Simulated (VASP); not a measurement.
Write the native input for VASP 6.6.1 that does the following.

| Quantity | Value |
| --- | --- |
| Task | density of states |
| Functional | BLYP |
| Potentials or basis | VASP PAW PBE potentials, release 64 (Ba_sv, Ti_sv, O) |
| Cutoff | 520 eV |
| k mesh | 7 × 7 × 7 |
| Occupations | fermi-dirac, width 0.05 eV |
| Spin | no spin polarisation |
| Dipole correction | no |
| k mesh for the DOS | 11 × 11 × 11 |
| Occupations for the DOS | tetrahedron |
| Further INCAR settings | ALGO = Normal; EDIFF = 1e-07 |

Crystal: BaTiO3.

```
CELL_PARAMETERS angstrom
2.82737 1.63238 2.31839
-2.82737 1.63238 2.31839
0.00000 -3.26476 2.31839
ATOMIC_POSITIONS crystal
Ba 0.00000 0.00000 0.00000
Ti 0.48450 0.48450 0.48450
O 0.50860 0.01750 0.50860
O 0.01750 0.50860 0.50860
O 0.50860 0.50860 0.01750
```

These files were run (other wordings do the same):

POSCAR

```
BaTiO3
1.0
    2.8273666084      1.6323808724      2.3183934932
   -2.8273666084      1.6323808724      2.3183934932
    0.0000000000     -3.2647617449      2.3183934932
Ba Ti O
1 1 3
Direct
    0.0000000000      0.0000000000      0.0000000000
    0.4845000000      0.4845000000      0.4845000000
    0.5086000000      0.0175000000      0.5086000000
    0.0175000000      0.5086000000      0.5086000000
    0.5086000000      0.5086000000      0.0175000000
```

INCAR.step1

```
SYSTEM = BaTiO3
  AGGAC = 1.0
  AGGAX = 1.0
  ALDAC = 0.0
  ALDAX = 1.0
  ALGO = Normal
  EDIFF = 1E-7
  ENCUT = 520
  GGA = B5
  ISIF = 2
  ISMEAR = -1
  LASPH = .TRUE.
  LCHARG = .TRUE.
  LMAXMIX = 4
  LREAL = .FALSE.
  LWAVE = .FALSE.
  NBANDS = 28
  NELM = 60
  PREC = Accurate
  SIGMA = 0.05
```

KPOINTS.step1

```
k-points
0
G
  7 7 7
  0 0 0
```

INCAR.step2

```
SYSTEM = BaTiO3
  AGGAC = 1.0
  AGGAX = 1.0
  ALDAC = 0.0
  ALDAX = 1.0
  ALGO = Normal
  EDIFF = 1E-7
  ENCUT = 520
  GGA = B5
  ICHARG = 11
  ISIF = 2
  ISMEAR = -5
  LASPH = .TRUE.
  LCHARG = .FALSE.
  LMAXMIX = 4
  LORBIT = 11
  LREAL = .FALSE.
  LWAVE = .FALSE.
  NEDOS = 1001
  NELM = 60
  PREC = Accurate
  SIGMA = 0.05
```

KPOINTS.step2

```
k-points
0
G
  11 11 11
  0 0 0
```

Potentials or basis: VASP PAW PBE potentials, release 64 (Ba_sv, Ti_sv, O).

Command:

```sh
$ cat potpaw_PBE.64/Ba_sv/POTCAR potpaw_PBE.64/Ti_sv/POTCAR potpaw_PBE.64/O/POTCAR > POTCAR
$ cp INCAR.step1 INCAR
$ cp KPOINTS.step1 KPOINTS
$ mpirun -np 1 vasp_std > vasp.out
$ cp INCAR.step2 INCAR
$ cp KPOINTS.step2 KPOINTS
$ mpirun -np 1 vasp_std > vasp.out
```

It gave:

```json
{
 "Valence electrons inside the program's atomic spheres": "Ba 8.00; Ti 10.30; O 5.05"
}
```

Caveat: spin-orbit coupling is left out, which moves the levels of the heavy elements.

Wall time 5.1 min on 1 thread of Intel Xeon 6975P-C (shared host), peak memory 0.34 GiB.
